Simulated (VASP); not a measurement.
Runs of VASP 6.6.1 on LiNbO3. The structure is that of space group R-3c (No. 167), or close to it. The cells are those of the table. 

| cell | gap on the mesh (eV) | largest force (eV/Å) |
| --- | --- | --- |
| a = 5.554 Å, angles 53.3°, 10 atoms | 2.54 | 0.55 |
| a = 5.308 Å, angles 58.9°, 10 atoms | 2.62 | 0.30 |
| a = 5.396 Å, angles 56.4°, 10 atoms | (a) | 0.50 |
| a = 5.332 Å, angles 57.2°, 10 atoms | 2.77 | 0.64 |
| a = 5.488 Å, angles 54.0°, 10 atoms | 2.64 | 0.68 |
| a = 5.619 Å, angles 52.6°, 10 atoms | (b) | 0.42 |

Alike in all rows: task single point; level PBE; potentials or basis VASP PAW PBE potentials, release 64 (Li_sv, Nb_sv, O); no spin polarisation; k mesh 6 × 6 × 6; cutoff (eV) 520; smearing gaussian 0.05 eV.

Problem. Fill in the values left out.

Solution. (a) 2.70; (b) 2.44.

A k mesh can miss the band edges, and the runs leave out spin-orbit coupling on Nb.
